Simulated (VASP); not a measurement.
# NiO: vibrations by perturbation theory with PBEsol

The system is NiO.

```
Ni O
1.0
     0.00000    2.08590    2.08590
     2.08590    0.00000    2.08590
     2.08590    2.08590    0.00000
Ni O
1 1
Direct
  0.00000 0.00000 0.00000
  0.50000 0.50000 0.50000
```

| Item | Value |
| --- | --- |
| Program | VASP 6.6.1 |
| Task | vibrations by perturbation theory |
| Functional | PBEsol |
| Potentials or basis | VASP PAW PBE potentials, release 64 (Ni, O) |
| Cutoff | 520 eV |
| k mesh | 10 × 10 × 10 |
| Occupations | fermi-dirac, width 0.05 eV |
| Spin | collinear spin, ferromagnetic start |
| Starting moments | [1.0, 0.0] μB |
| Dipole correction | no |
| Further INCAR settings | ALGO = Normal; EDIFF = 1e-08; IBRION = 8; NSW = 1 |

- Net moment: 1.35 μB per cell
- Site moments: Ni +1.12; O +0.19 μB
- Valence electrons inside the program's atomic spheres: Ni 9.03; O 4.93
- Highest phonon frequency at Γ, LO-TO splitting left out: 272 cm⁻¹

Phonon frequencies in cm⁻¹ (negative: imaginary):
| q point | frequencies |
| --- | --- |
| (0.000, 0.000, 0.000) | 0 0 0 272 272 272 |

It took 2.6 min on 1 thread of Intel(R) Xeon(R) Platinum 8488C (Sapphire Rapids), with other jobs on the host, peak memory 0.24 GiB.

Caveat: the cell stands under pressure or tension, which shifts response properties; a cell with one magnetic atom can't hold antiferromagnetic order, which such compounds often take.
